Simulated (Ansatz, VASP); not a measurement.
Pt: VASP beside Ansatz

```
Pt
1.0
    -1.45748    1.45748    1.45748
     1.45748   -1.45748    1.45748
     1.45748    1.45748   -1.45748
Pt
1
Direct
  0.00000 0.00000 0.00000
```

Change from the starting cell: strain -0.080 along x and y, -0.080 along z, atoms carried along.

Alike in both runs: task single point; functional r2SCAN; k mesh 22 × 22 × 22; occupations gaussian, width 0.15 eV; no spin polarisation.

|  | VASP | Ansatz |
| --- | --- | --- |
| version | VASP 6.6.1 | Ansatz 0.2.0 |
| potentials or method | VASP PAW PBE potentials, release 64 (Pt), cutoff 520 eV | scalar-relativistic, plane waves, PAW |
| valence electrons in the cell | 10 | 18 |

Ansatz gave:

- gap on the k mesh at the Fermi level (eV): none
- pressure (GPa): 104.4

Question: Which values does VASP return?

Answer: gap on the k mesh at the Fermi level (eV): none; pressure (GPa): 107.7.

VASP's potentials were made for PBE, not for r2SCAN. A gap of «none» marks a metal or a gap that the smearing closes. Both programs put the cell under a high pressure, so it lies far from rest at this level. The functional is the same, so the differences come from potentials, cutoffs and numerics. VASP's potentials hold 10 valence electrons a cell and Ansatz's 18, so a difference there can come from the potentials and not from the codes.

Spin-orbit coupling is off throughout. Noted on VASP's run: the cell as given lies far from equilibrium.
